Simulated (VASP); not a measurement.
The system is ScSiS4.

```xyz
6
Lattice="4.7645 0.0000 0.0000 -2.3822 4.1261 0.0000 0.0000 0.0000 7.4577" Properties=species:S:1:pos:R:3 pbc="T T T"
Sc    0.0000    0.0000    3.7288
Si    0.0000    0.0000    0.0000
S     0.0000    2.7508    3.7288
S     2.3822    1.3754    3.7288
S     0.0000    0.0000    1.7657
S     0.0000    0.0000    5.6919
```

The cell was generated, and may not be a known phase.

```yaml
Program: VASP 6.6.1
Task: relaxation of cell and atoms
Functional: PBE
Potentials_or_basis: VASP PAW PBE potentials, release 64 (Sc_sv, Si, S)
Cutoff: 600 eV
k_mesh: 6 × 6 × 4
Occupations: gaussian, width 0.1 eV
Spin: no spin polarisation
```

At the start: pressure 26.0 GPa; volume 24.43 Å³/atom.

Question: How do energy, volume and symmetry change on relaxing?

Answer: Over 15 steps the energy falls by 1157.3 meV/atom and the volume is 29.88 Å³/atom (+22.3 %); space group P6/mmm (No. 191, to 0.1 Å) before and after.

Step by step:
```tsv
step	energy change (eV)	largest force (eV/Å)	pressure (GPa)	volume (Å³)
1	0.0000	3.2579	26.03	146.61
2	-2.7751	2.4558	-6.26	229.23
3	-6.3607	2.3454	-3.26	182.59
4	-6.3962	2.2538	-2.68	180.62
5	-6.4085	2.1411	-1.88	178.25
6	-6.7458	0.6228	0.38	171.38
7	-6.7692	0.1299	1.51	169.19
8	-6.9055	0.2510	0.96	170.67
9	-6.9066	0.3147	0.95	170.83
10	-6.9339	0.1391	0.33	175.15
11	-6.9391	0.0113	-0.06	178.30
12	-6.9412	0.1382	-0.24	179.18
13	-6.9413	0.1670	-0.28	179.37
14	-6.9429	0.1021	-0.15	179.32
15	-6.9437	0.0173	0.03	179.26
```

Final structure:
```xyz
6
Lattice="4.5887 0.0000 0.0000 -2.2944 3.9739 0.0000 0.0000 0.0000 9.8304" Properties=species:S:1:pos:R:3 pbc="T T T"
Sc    0.0000    0.0000    4.9152
Si    0.0000    0.0000    0.0000
S     0.0000    2.6493    4.9152
S     2.2944    1.3246    4.9152
S     0.0000    0.0000    1.9387
S     0.0000    0.0000    7.8916
```

Caveat: the volume moved by over 15 % at a fixed basis, so the end points are rough.
